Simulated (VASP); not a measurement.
A run of VASP 6.6.1 is set up as follows.

Contents of INCAR:

```
SYSTEM = Si4C
PREC = Accurate ; ENCUT = 600
EDIFF = 1E-6 ; ISMEAR = 0
SIGMA = 0.1 ; LREAL = .FALSE.
LASPH = .TRUE. ; NELM = 120
ALGO = Normal ; ISIF = 2
LWAVE = .FALSE. ; LCHARG = .FALSE.
GGA = RE ; NBANDS = 31
GGA_COMPAT = .FALSE.
```

Contents of KPOINTS:

```
regular mesh
0
G
  18 18 2
  0 0 0
```

POSCAR

```
Si4C
1.0
    2.8792802393      0.0000000000      0.0000000000
   -1.4396401197      2.4935298319      0.0000000000
    0.0000000000      0.0000000000     21.8208862598
Si C
8 2
Direct
    0.3333333333      0.6666666667      0.8589077217
    0.3333333333      0.6666666667      0.0496996064
    0.3333333333      0.6666666667      0.2393612454
    0.3333333333      0.6666666667      0.3503098443
    0.6666666667      0.3333333333      0.7606387546
    0.6666666667      0.3333333333      0.9503003936
    0.6666666667      0.3333333333      0.1410922783
    0.6666666667      0.3333333333      0.6496901557
    0.3333333333      0.6666666667      0.7089567844
    0.6666666667      0.3333333333      0.2910432156
```

Potentials or basis: VASP PAW PBE potentials, release 64 (Si, C).

Command:

```console
$ cat potpaw_PBE.64/Si/POTCAR potpaw_PBE.64/C/POTCAR > POTCAR
$ mpirun -np 1 vasp_std > vasp.out
```

Question: Estimate the pressure.

Answer: 0.7 GPa.

Question: What does it give for the band gap on the k mesh?

Answer: Zero (bands 20 and 21 overlap by 7.02 eV).

Question: What does it give for the largest force?

Answer: 0.060 eV/Å.

Stress tensor (GPa, compression positive):
```
0.76 0.00 0.00
0.00 0.76 0.00
0.00 0.00 0.63
```

Caveat: the PAW data sets were made with another functional, which shifts forces and pressure a little.
